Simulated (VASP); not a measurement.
LiF, 4 atoms in the cell. It takes space group P6_3mc (No. 186, hexagonal). Conventional cell: a = 3.061 Å, b = 3.061 Å, c = 4.807 Å, α = 90.00°, β = 90.00°, γ = 120.00°. Within 2.5 Å of Li (site symmetry 3m) lie 4 F at 1.85 to 1.86 Å. Within 2.5 Å of F (site symmetry 3m) lie 4 Li at 1.85 to 1.86 Å. 

```yaml
Program: VASP 6.6.1
Task: relaxation of cell and atoms
Functional: LDA
Potentials_or_basis: VASP PAW LDA potentials, release 64 (Li_sv, F)
Cutoff: 600 eV
k_mesh: 6 × 6 × 4
Occupations: gaussian, width 0.01 eV
Spin: no spin polarisation
Dipole_correction: no
Further_INCAR_settings: ALGO = Normal; EDIFF = 1e-06; IBRION = 2; EDIFFG = -0.01; NSW = 80; ISIF = 3
```

Potentials or basis: VASP PAW LDA potentials, release 64 (Li_sv, F).

Command:

```sh
$ cat potpaw_LDA.64/Li_sv/POTCAR potpaw_LDA.64/F/POTCAR > POTCAR
$ mpirun -np 1 vasp_std > vasp.out
```

Hardware: 1 thread of Intel(R) Xeon(R) 6975P-C (Granite Rapids) (shared host).

**Question.** Estimate the wall time of this run.

**Answer.** It took 21 s on 1 thread of Intel(R) Xeon(R) 6975P-C (Granite Rapids), on a shared host, peak memory 0.13 GiB. Counts: scf iterations 56, k points 21, ion steps 9.
